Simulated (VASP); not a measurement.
The system is Cl.

```
CELL_PARAMETERS angstrom
3.14500 -2.25000 0.00000
3.14500 2.25000 0.00000
0.00000 0.00000 8.21000
ATOMIC_POSITIONS crystal
Cl 0.37000 0.63000 0.40000
Cl 0.13000 0.87000 0.90000
Cl 0.63000 0.37000 0.60000
Cl 0.87000 0.13000 0.10000
```

Base run:

```yaml
Program: VASP 6.6.1
Functional: PBEsol
Potentials_or_basis: VASP PAW PBE potentials, release 64 (Cl)
Cutoff: 520 eV
k_mesh: 7 × 7 × 4
Occupations: fermi-dirac, width 0.05 eV
Spin: no spin polarisation
```

Its results: band gap on the k mesh 2.48 eV, indirect (least direct gap 2.54 eV); pressure -1.2 GPa; largest force 0.307 eV/Å.

The run is repeated on the same cell with these changes: functional from PBEsol to PBE. What comes out?

Band gap on the k mesh 2.54 eV, indirect (least direct gap 2.59 eV); pressure 0.3 GPa; largest force 0.174 eV/Å.

PBE binds less tightly than PBEsol, so the same cell stands under more pressure.

Caveats: the PAW data sets were made with another functional, which shifts forces and pressure a little (some runs).

A k mesh can miss the band edges.
